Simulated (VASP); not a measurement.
## SnTe (NiAs type): relaxation of cell and atoms with PBE

The system is SnTe (NiAs type).

```
Sn Te
1.0
     4.09422    0.00000    0.00000
    -2.04711    3.54570    0.00000
     0.00000    0.00000    6.34605
Sn Te
2 2
Cartesian
  0.0000 0.0000 0.0000
  0.0000 0.0000 3.1730
  0.0000 2.3638 1.5865
  2.0471 1.1819 4.7595
```

```yaml
Program: VASP 6.6.1
Task: relaxation of cell and atoms
Functional: PBE
Potentials_or_basis: VASP PAW PBE potentials, release 64 (Sn_d, Te)
Cutoff: 600 eV
k_mesh: 10 × 10 × 6
Occupations: fermi-dirac, width 0.05 eV
Spin: no spin polarisation
Target_pressure: 32 GPa
Dipole_correction: no
Further_INCAR_settings: ALGO = Normal; EDIFF = 1e-06; IBRION = 2; EDIFFG = -0.005; NSW = 60; ISIF = 3
```

- Relaxed volume: 20.90 Å³/atom
- Relaxed cell: a = 3.170 Å, b = 3.170 Å, c = 9.608 Å, α = 90.00°, β = 90.00°, γ = 120.00°
- Space group after relaxing (to 0.1 Å): P6_3/mmc (No. 194)
- Energy change on relaxing (the run minimises the enthalpy): +111.7 meV/atom
- Ionic steps: 39
- Pressure after relaxing: 32.0 GPa
- Band gap on the k mesh: zero (bands 20 and 21 overlap by 4.90 eV)

The path:
```csv
step,energy change (eV),largest force (eV/Å),pressure (GPa),volume (Å³)
1,0.0000,0.0000,34.67,92.12
2,-1.0607,0.0000,26.26,97.28
3,-0.6690,0.0000,29.31,95.21
4,-0.7162,0.0000,29.44,95.00
5,-0.8132,0.0000,29.49,93.86
6,-0.5348,0.0000,29.02,89.46
7,-0.4414,0.0000,29.26,88.93
8,1.0406,0.0000,43.52,82.34
9,-0.1709,0.0000,31.91,87.52
10,-0.1642,0.0000,31.99,87.48
11,-0.1422,0.0000,31.98,87.36
12,-0.0718,0.0000,32.09,87.00
13,-0.0412,0.0000,32.17,86.84
14,0.0208,0.0000,32.27,86.52
15,0.1415,0.0000,32.35,85.84
16,0.4010,0.0000,33.21,84.33
17,1.0688,0.0000,38.55,80.78
18,1.0063,0.0000,37.97,81.06
19,1.0067,0.0000,37.98,81.06
20,1.0080,0.0000,38.00,81.05
21,1.0105,0.0000,37.99,81.04
22,1.0157,0.0000,38.03,81.01
23,1.0269,0.0000,38.08,80.94
24,1.0566,0.0000,38.25,80.81
25,1.0320,0.0000,38.12,80.92
26,1.0260,0.0000,38.08,80.94
27,1.0080,0.0000,37.89,81.02
28,0.9723,0.0000,37.50,81.17
29,0.9018,0.0000,36.77,81.47
30,0.7646,0.0000,35.33,82.08
31,0.5053,0.0000,32.60,83.30
32,0.4618,0.0000,32.11,83.52
33,0.4723,0.0000,32.25,83.47
34,0.4711,0.0000,32.20,83.47
35,0.4672,0.0000,32.19,83.49
36,0.4598,0.0000,32.14,83.53
37,0.4456,0.0000,32.04,83.60
38,0.4543,0.0000,32.11,83.56
39,0.4468,0.0000,32.02,83.59
```

Final structure:
```
Sn Te
1.0
     3.16953    0.00000    0.00000
    -1.58476    2.74489    0.00000
     0.00000    0.00000    9.60840
Sn Te
2 2
Direct
  0.00000 0.00000 0.00000
  0.00000 0.00000 0.50000
  0.33333 0.66667 0.25000
  0.66667 0.33333 0.75000
```

Levels at points of the mesh, in eV from the Fermi level:
```csv
k point,band 16,band 17,band 18,band 19,band 20,band 21,band 22,band 23,band 24
"(0.00, 0.00, 0.00)",0.31,1.27,2.84,2.84,3.08,3.08,7.18,7.18,7.39
"(0.50, 0.00, 0.00)",-6.38,-2.95,-2.75,-1.93,-1.66,-0.69,0.14,3.28,3.72
"(0.00, 0.00, 0.50)",-3.86,2.96,2.96,2.96,2.96,5.86,5.86,7.24,7.24
"(0.50, 0.00, 0.50)",-5.52,-4.82,-4.82,-0.35,-0.35,0.45,0.45,2.20,2.20
```

Run time: 40 min on 1 thread of Intel(R) Xeon(R) Platinum 8488C (Sapphire Rapids) (shared host), peak memory 0.36 GiB.

Caveat: the cell is relaxed towards a set pressure, so the run minimises the enthalpy, not the energy; a cell axis changed by over 15 % at a fixed basis, so the end point is rough; spin-orbit coupling is left out, which moves the levels of the heavy elements.
